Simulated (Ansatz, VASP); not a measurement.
One calculation of Si3Ru, two programs

File INCAR:

```
PREC = Accurate ; ENCUT = 600
EDIFF = 1E-6 ; ISMEAR = 0
SIGMA = 0.1 ; LREAL = False
LASPH = True ; NELM = 100
ALGO = Normal ; ISIF = 3
LWAVE = False ; LCHARG = False
GGA = PE ; IBRION = 2
NSW = 100 ; EDIFFG = -0.01
```

Contents of KPOINTS:

```
regular mesh
0
Gamma
  16 16 8
```

File POSCAR:

```
Si3Ru
1.0
    2.8591701713      0.0000000000      0.0000000000
    0.0000000000      2.8591701713      0.0000000000
    0.0000000000      0.0000000000      6.8490297209
Si Ru
3 1
Direct
    0.5000000000      0.5000000000      0.7794462784
    0.0000000000      0.0000000000      0.5000000000
    0.5000000000      0.5000000000      0.2205537216
    0.0000000000      0.0000000000      0.0000000000
```

Input for Ansatz:

```yaml
crystal:
  lattice:
    - [2.8591701713, 0.0, 0.0]
    - [0.0, 2.8591701713, 0.0]
    - [0.0, 0.0, 6.8490297209]
  atoms:
    - { symbol: Si, position: [0.5, 0.5, 0.7794462784] }
    - { symbol: Si, position: [0.0, 0.0, 0.5] }
    - { symbol: Si, position: [0.5, 0.5, 0.2205537216] }
    - { symbol: Ru, position: [0.0, 0.0, 0.0] }
basis:
  ecutwfc: 420
kpoints:
  mp_grid: { grid: [16, 16, 8] }
hamiltonian:
  xc: pbe
scf:
  occupations: { method: gaussian, width: 0.1 }
output:
  forces: true
  stress: true
  eigenvalues: true
relax:
  adjacent_minimum: "off"
  f_tol: 0.01
  max_steps: 80
  cell: { stress_tol: 0.05 }
```

Change from the starting cell: species swapped into the Cu3Ni type (Cmmm, No. 65).

Alike in both runs: task relaxation of cell and atoms; functional PBE; k mesh 16 × 16 × 8; occupations gaussian, width 0.1 eV; no spin polarisation.

|  | VASP | Ansatz |
| --- | --- | --- |
| version | VASP 6.6.1 | Ansatz 0.2.0 |
| potentials or method | VASP PAW PBE potentials, release 64 (Si, Ru_pv), cutoff 600 eV | scalar-relativistic, plane waves, PAW |
| valence electrons in the cell | 26 | 28 |

Ansatz gave:

* gap on the k mesh at the Fermi level, each at its own relaxed structure (eV): none
* relaxed volume (Å³/atom): 14.03
* relaxed cell length with the largest relative difference (Å): 2.850

Task: Estimate VASP's values.

Result: gap on the k mesh at the Fermi level, each at its own relaxed structure (eV): none; relaxed volume (Å³/atom): 14.04; relaxed cell length with the largest relative difference (Å): 2.851.

A gap of «none» marks a metal or a gap that the smearing closes. VASP's potentials hold 26 valence electrons a cell and Ansatz's 28, so a difference there can come from the potentials and not from the codes.
